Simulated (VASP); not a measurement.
# SiO2 (I4/mmm) in VASP: single point with HSE06

Aim: the single point of SiO2 with HSE06.

Program: VASP 6.6.1. These are calculated values, not measurements. Logs are shortened: lines on timing, memory, paths and dates and some standing lists are left out, and cuts for length are marked.

**1. The cell of the first run**

The structure is tetragonal, space group I4/mmm (No. 139). Conventional cell: a = 3.292 Å, b = 3.292 Å, c = 4.528 Å, α = 90.00°, β = 90.00°, γ = 90.00°. Si (site symmetry 4/mmm) has 8 O at 2.00 Å within 2.6 Å. O (site symmetry -4m2) has 4 Si at 2.00 Å and 6 O at 2.26 to 2.33 Å within 2.6 Å.

**2. Single point, HSE06 (biaxial xy strain +2.8%)**

POSCAR reads:

```
SiO2
1.0
    0.0000000000      2.3277923538      2.2641691993
    2.3277923538      0.0000000000      2.2641691993
    2.3277923538      2.3277923538      0.0000000000
Si O
1 2
Direct
    0.0000000000      0.0000000000      0.0000000000
    0.2500000000      0.2500000000      0.2500000000
    0.7500000000      0.7500000000      0.7500000000
```

INCAR.step1 reads:

```
SYSTEM = SiO2
PREC = Accurate
ENCUT = 520
EDIFF = 1E-5
ISMEAR = 0
SIGMA = 0.01
LREAL = .FALSE.
LASPH = .TRUE.
NELM = 60
ALGO = Normal
ISIF = 2
LWAVE = .TRUE.
GGA = PE
NBANDS = 15
```

INCAR.step2 reads:

```
SYSTEM = SiO2
PREC = Accurate
ENCUT = 520
EDIFF = 1E-6
ISMEAR = 0
SIGMA = 0.01
LREAL = .FALSE.
LASPH = .TRUE.
NELM = 60
ALGO = Normal
ISIF = 2
LWAVE = .FALSE.
LCHARG = .TRUE.
GGA = PE
LHFCALC = .TRUE.
HFSCREEN = 0.2079
PRECFOCK = Normal
LELF = .TRUE.
LVHAR = .TRUE.
ISTART = 1
NBANDS = 15
```

KPOINTS reads:

```
Automatic mesh
0
G
  6 6 6
  0 0 0
```

Potentials or basis: VASP PAW PBE potentials, release 64 (Si, O).

Launch:

```
> cat potpaw_PBE.64/Si/POTCAR potpaw_PBE.64/O/POTCAR > POTCAR
> cp INCAR.step1 INCAR
> mpirun -np 1 vasp_std > vasp.out
> cp INCAR.step2 INCAR
> mpirun -np 1 vasp_std > vasp.out
```

OUTCAR:

```text
SYSTEM = SiO2
   PREC = Accurate
   ENCUT = 520
   EDIFF = 1E-6
   ISMEAR = 0
   LREAL = .FALSE.
   LASPH = .TRUE.
   NELM = 60
   ISIF = 2
   GGA = PE
   LHFCALC = .TRUE.
   HFSCREEN = 0.2079
   PRECFOCK = Normal
   ISTART = 1

 ion  position               nearest neighbor table
   1  0.000  0.000  0.000-   2 2.00   3 2.00   3 2.00   3 2.00   3 2.00   2 2.00   2 2.00   2 2.00

   2  0.250  0.250  0.250-   1 2.00   1 2.00   1 2.00   1 2.00
   3  0.750  0.750  0.750-   1 2.00   1 2.00   1 2.00   1 2.00

  LATTYP: Found a body centered tetragonal cell.
 ALAT       =     3.2919955171
 C/A-ratio  =     1.3755603175

  Lattice vectors:

 A1 = (   0.0000000000,  -2.3277923538,  -2.2641691993)
 A2 = (   0.0000000000,   2.3277923538,  -2.2641691993)
 A3 = (   2.3277923538,   0.0000000000,   2.2641691993)

Analysis of symmetry for initial positions (statically):
=====================================================================
 Subroutine PRICEL returns:
 Original cell was already a primitive cell.

 Routine SETGRP: Setting up the symmetry group for a
 body centered tetragonal supercell.

 Subroutine GETGRP returns: Found 16 space group operations
 (whereof 16 operations were pure point group operations)
 out of a pool of 16 trial point group operations.

The static configuration has the point symmetry D_4h.

Analysis of symmetry for dynamics (positions and initial velocities):
=====================================================================
 Subroutine PRICEL returns:
 Original cell was already a primitive cell.

 Routine SETGRP: Setting up the symmetry group for a
 body centered tetragonal supercell.

 Subroutine GETGRP returns: Found 16 space group operations
 (whereof 16 operations were pure point group operations)
 out of a pool of 16 trial point group operations.

The dynamic configuration has the point symmetry D_4h.

 Subroutine INISYM returns: Found 16 space group operations
 (whereof 16 operations are pure point group operations),
 and found     1 'primitive' translations

----------------------------------------------------------------------------------------

                                     Primitive cell

  volume of cell :      24.5373

  direct lattice vectors                    reciprocal lattice vectors
     0.000000000  2.327792354  2.264169199    -0.214795791  0.214795791  0.220831553
     2.327792354  0.000000000  2.264169199     0.214795791 -0.214795791  0.220831553
     2.327792354  2.327792354  0.000000000     0.214795791  0.214795791 -0.220831553

  length of vectors
     3.247318803  3.247318803  3.291995517     0.375554308  0.375554308  0.375554308

  position of ions in fractional coordinates (direct lattice)
     0.000000000  0.000000000  0.000000000
     0.250000000  0.250000000  0.250000000
     0.750000000  0.750000000  0.750000000

  ion indices of the primitive-cell ions
   primitive index   ion index
                 1           1
                 2           2
                 3           3

----------------------------------------------------------------------------------------

 KPOINTS: Automatic mesh

Automatic generation of k-mesh.
 Grid dimensions read from file:
 generate k-points for:    6    6    6

 Generating k-lattice:

  Cartesian coordinates                     Fractional coordinates (reciprocal lattice)
    -0.035799299  0.035799299  0.036805259     0.166666667  0.000000000  0.000000000
     0.035799299 -0.035799299  0.036805259     0.000000000  0.166666667  0.000000000
     0.035799299  0.035799299 -0.036805259     0.000000000  0.000000000  0.166666667

  Length of vectors
     0.062592385  0.062592385  0.062592385

  Shift w.r.t. Gamma in fractional coordinates (k-lattice)
     0.000000000  0.000000000  0.000000000

 Subroutine IBZKPT returns following result:
 ===========================================

 Found     30 irreducible k-points:

 Following reciprocal coordinates:
            Coordinates               Weight
  0.000000  0.000000  0.000000      1.000000
  0.166667 -0.000000  0.000000      8.000000
  0.333333 -0.000000  0.000000      8.000000
  0.500000 -0.000000  0.000000      4.000000
  0.166667  0.166667  0.000000      2.000000
  0.333333  0.166667  0.000000      8.000000
[... 16 lines left out ...]
  0.333333  0.000000  0.333333      4.000000
  0.500000 -0.000000  0.333333     16.000000
 [... further k-points ...]
   k-points           NKPTS =     30   k-points in BZ     NKDIM =    216   number of bands    NBANDS=     15
   number of dos      NEDOS =    301   number of ions     NIONS =      3
   total plane-waves  NPLWV =  13824
   dimension x,y,z NGX =    24 NGY =   24 NGZ =   24
   dimension x,y,z NGXF=    48 NGYF=   48 NGZF=   48
   ions per type =               1   2
   NGX,Y,Z   is equivalent  to a cutoff of  12.29, 12.29, 12.12 a.u.
   NGXF,Y,Z  is equivalent  to a cutoff of  24.57, 24.57, 24.24 a.u.
 SYSTEM =  SiO2
   PREC   = accura    normal or accurate (medium, high low for compatibility)
   ISTART =      1    job   : 0-new  1-cont  2-samecut
   ICHARG =      0    charge: 1-file 2-atom 10-const
   ISPIN  =      1    spin polarized calculation?
   LNONCOLLINEAR =      F non collinear calculations
   LSORBIT =      F    spin-orbit coupling
   LASPH  =      T    aspherical Exc in radial PAW
   ENCUT  =  520.0 eV  38.22 Ry    6.18 a.u.   6.04  6.04  6.12*2*pi/ulx,y,z
   NELM   =     60;   NELMIN=  2; NELMDL=  0     # of ELM steps
   EDIFF  = 0.1E-05   stopping-criterion for ELM
   LREAL  =      F    real-space projection
   EDIFFG = 0.1E-04   stopping-criterion for IOM
   NSW    =      0    number of steps for IOM
   IBRION =     -1    ionic relax: 0-MD 1-quasi-New 2-CG
   NFREE  =      0    steps in history (QN), initial steepest desc. (CG)
   ISIF   =      2    stress and relaxation
   ISYM   =      3    0-nonsym 1-usesym 2-fastsym
   POTIM  = 0.5000    time-step for ionic-motion
   TEBEG  =    0.0;   TEEND  =   0.0 temperature during run
   PSTRESS=    0.0 pullay stress
   NELECT =      16.0000    total number of electrons
   NUPDOWN=      -1.0000    fix difference up-down
   EMIN   =  10.00;   EMAX   =-10.00  energy-range for DOS
   EFERMI =   0.00;   METHOD = LEGACY
   ISMEAR =     0;   SIGMA  =   0.01  broadening in eV -4-tet -1-fermi 0-gaus
   EFERMI_NEDOS =   21; number of points for ismear=-14 and -15
   IALGO  =     38    algorithm
   IMIX   =      1    mixing-type and parameters
     AMIX     =   0.40;   BMIX     =  1.00
     AMIX_MAG =   1.60;   BMIX_MAG =  1.00
  volume/ion in A,a.u.               =       8.18        55.20
  Fermi-wavevector in a.u.,A,eV,Ry     =   1.419621  2.682694 27.420140  2.015323
  Thomas-Fermi vector in A             =   2.540622
   LORBIT       =      0    0 simple, 1 ext, 2 COOP (PROOUT), +10 PAW based schemes
   GGA     = PE    functional components
   LHFCALC =     T    Hartree Fock is set to
   PRECFOCK=normal    Normal, Fast or Accurate (Low or Medium for compatibility)
   ENCUT4O =  -1.0   cutoff for four orbital integrals eV
   NKREDX  =     1    reduce k-point grid by
   NKREDY  =     1    reduce k-point grid by
   NKREDZ  =     1    reduce k-point grid by
   AEXX    =    0.2500 exact exchange contribution
   HFSCREEN=    0.2079 screening length (either q_TF or 0.3 A-1)
   HFSCREENC=   0.2079 screening length for correlation (either q_TF or 0.3 A-1)
   ENCUTFOCK=  -1.0 apply spherical cutoff to Coloumb kernel
   IVDW    =     0    specifies the selected vdW correction
   LEPSILON=     F    determine dielectric tensor
   LRPA    =     F    only Hartree local field effects (RPA)
 non-spin polarized calculation
 Gauss-broadening in eV      SIGMA  =   0.01
  energy-cutoff  :      520.00
  volume of cell :       24.54
 maximum number of plane-waves:       676
  NGX = 20; NGY = 20; NGZ = 20

 number of electron      16.0000000 magnetization

 Free energy of the ion-electron system (eV)
  ---------------------------------------------------
  ext. energy  EPLUGINS =         0.00000000
  ---------------------------------------------------
  free energy    TOTEN  =       -24.88448935 eV

  energy without entropy =      -24.88448935  energy(sigma->0) =      -24.88448935

 E-fermi :   8.0667     XC(G=0):  -9.9319

 val. band max:        7.9890440784   @ k =   0.5000   0.5000   0.0000
 cond. band min:      10.6428950801   @ k =   0.0000   0.0000   0.0000
 fundamental gap:      2.6538510017
 Fermi energy:         8.0667455610

 k-point     1 :       0.0000    0.0000    0.0000
  band No.  band energies     occupation
      1     -16.4578      2.00000
      2      -9.8644      2.00000
      3       1.7855      2.00000
      4       1.9900      2.00000
      5       1.9900      2.00000
      6       5.2313      2.00000
      7       5.2313      2.00000
      8       5.8685      2.00000
      9      10.6429      0.00000
     10      15.0887      0.00000
     11      15.3088      0.00000
     12      15.3088      0.00000
     13      21.5960      0.00000
     14      22.3374      0.00000
     15      24.0080      0.00000

 k-point     2 :       0.1667   -0.0000    0.0000
  band No.  band energies     occupation
      1     -16.0641      2.00000
      2     -10.3354      2.00000
      3       1.5477      2.00000
      4       1.9169      2.00000
      5       1.9849      2.00000
      6       4.1565      2.00000
      7       4.7777      2.00000
      8       5.2359      2.00000
      9      12.3327      0.00000
     10      15.5179      0.00000
     11      15.9212      0.00000
     12      16.0623      0.00000
     13      22.3286      0.00000
     14      23.0034      0.00000
     15      25.3227      0.00000

 k-point     3 :       0.3333   -0.0000    0.0000
  band No.  band energies     occupation
      1     -14.9499      2.00000
      2     -11.6188      2.00000
      3       0.7109      2.00000
      4       2.0966      2.00000
      5       2.1622      2.00000
      6       2.9242      2.00000
      7       3.8184      2.00000
      8       4.1227      2.00000
      9      14.2658      0.00000
     10      17.4136      0.00000
     11      17.8425      0.00000
     12      18.0085      0.00000
     13      23.4089      0.00000
     14      23.7233      0.00000
     15      26.0829      0.00000

 k-point     4 :       0.5000   -0.0000    0.0000
  band No.  band energies     occupation
      1     -13.4272      2.00000
      2     -13.2350      2.00000
      3       0.2754      2.00000
      4       2.3160      2.00000
      5       2.4215      2.00000
      6       2.6591      2.00000
      7       3.2054      2.00000
      8       3.3372      2.00000
      9      14.9913      0.00000
     10      18.9063      0.00000
     11      19.4255      0.00000
     12      19.4826      0.00000
     13      23.3079      0.00000
     14      23.3812      0.00000
     15      25.5161      0.00000
[... 307 lines left out ...]
 k-point    22 :      -0.3333    0.5000    0.1667
  band No.  band energies     occupation
      1     -13.1788      2.00000
      2     -12.4556      2.00000
      3      -3.4549      2.00000
      4      -1.3382      2.00000
      5       0.9477      2.00000
      6       4.5484      2.00000
      7       6.8700      2.00000
      8       7.7851      2.00000
      9      12.6363      0.00000
     10      18.4414      0.00000
     11      18.6008      0.00000
     12      21.1748      0.00000
     13      22.3479      0.00000
     14      25.9918      0.00000
     15      28.3586      0.00000

 k-point    23 :       0.3333    0.0000    0.3333
  band No.  band energies     occupation
      1     -14.7074      2.00000
      2     -11.2168      2.00000
      3      -2.0479      2.00000
      4      -0.0760      2.00000
      5       0.0857      2.00000
      6       6.0642      2.00000
      7       6.2267      2.00000
      8       6.7997      2.00000
      9      11.9063      0.00000
     10      15.7905      0.00000
     11      20.0424      0.00000
     12      20.1554      0.00000
     13      21.9306      0.00000
     14      25.1384      0.00000
     15      28.8864      0.00000

 k-point    24 :       0.5000   -0.0000    0.3333
  band No.  band energies     occupation
      1     -13.8810      2.00000
      2     -11.8739      2.00000
      3      -3.2305      2.00000
      4      -0.2208      2.00000
      5      -0.0453      2.00000
      6       5.8175      2.00000
      7       6.4171      2.00000
      8       7.0531      2.00000
      9      12.4780      0.00000
     10      17.5576      0.00000
     11      20.2969      0.00000
     12      21.0945      0.00000
     13      21.4001      0.00000
     14      25.7692      0.00000
     15      27.8249      0.00000

 [... further k-points ...]

------------------------ aborting loop because EDIFF is reached ----------------------------------------

  FORCE on cell =-STRESS in cart. coord.  units (eV):
  Direction    XX          YY          ZZ          XY          YZ          ZX
  --------------------------------------------------------------------------------------
  -------------------------------------------------------------------------------------
  Total       -4.2906629     -4.2906629      0.0052576      0.0000000      0.0000000      0.0000000
  in kB     -280.1609667   -280.1609667      0.3432966      0.0000000      0.0000000      0.0000000
  external PRESSURE =    -186.6595456 kB  Pullay stress =       0.0000000 kB

 VOLUME and BASIS-vectors are now :
 -----------------------------------------------------------------------------
  energy-cutoff  :      520.00
  volume of cell :       24.54
      direct lattice vectors                 reciprocal lattice vectors
     0.000000000  2.327792354  2.264169199    -0.214795791  0.214795791  0.220831553
     2.327792354  0.000000000  2.264169199     0.214795791 -0.214795791  0.220831553
     2.327792354  2.327792354  0.000000000     0.214795791  0.214795791 -0.220831553

 POSITION                                       TOTAL-FORCE (eV/Angst)
 -----------------------------------------------------------------------------------
      0.00000      0.00000      0.00000         0.000000      0.000000      0.000000
      1.16390      1.16390      1.13208        -0.000000     -0.000000     -0.000000
      3.49169      3.49169      3.39625         0.000000      0.000000      0.000000
 -----------------------------------------------------------------------------------
    total drift:                               -0.000005     -0.000007     -0.000022

  FREE ENERGIE OF THE ION-ELECTRON SYSTEM (eV)
  ---------------------------------------------------
  free  energy   TOTEN  =       -24.8844893498 eV

  energy  without entropy=      -24.8844893498  energy(sigma->0) =      -24.88448935
```

Wall time 72 min (1 thread of Intel Xeon 8259CL, shared host); peak memory 0.25 GiB.

What came out:

```yaml
Free_energy: -24.8845 eV
Pressure: -18.7 GPa
Band_gap_on_the_k_mesh: 2.65 eV (least direct gap 2.88 eV)
```

Levels at points of the mesh, in eV from the valence-band top:
```
           k point  band 5  band 6  band 7  band 8  band 9  band 10  band 11  band 12
(0.00, 0.00, 0.00)   -6.00   -2.76   -2.76   -2.12    2.65     7.10     7.32     7.32
(0.50, 0.00, 0.00)   -5.57   -5.33   -4.78   -4.65    7.00    10.92    11.44    11.49
(0.50, 0.50, 0.00)   -8.62   -1.31   -1.31    0.00    2.88     8.93    12.72    14.24
(0.50, 0.00, 0.50)   -8.37   -1.45   -0.91   -0.34    3.38     9.28    12.56    13.98
```

Caveat: the cell differs from its parent crystal (biaxial xy strain +2.8%); the cell stands under tension; the PAW data sets were made with another functional, which shifts forces and pressure a little. A k mesh can miss the band edges.
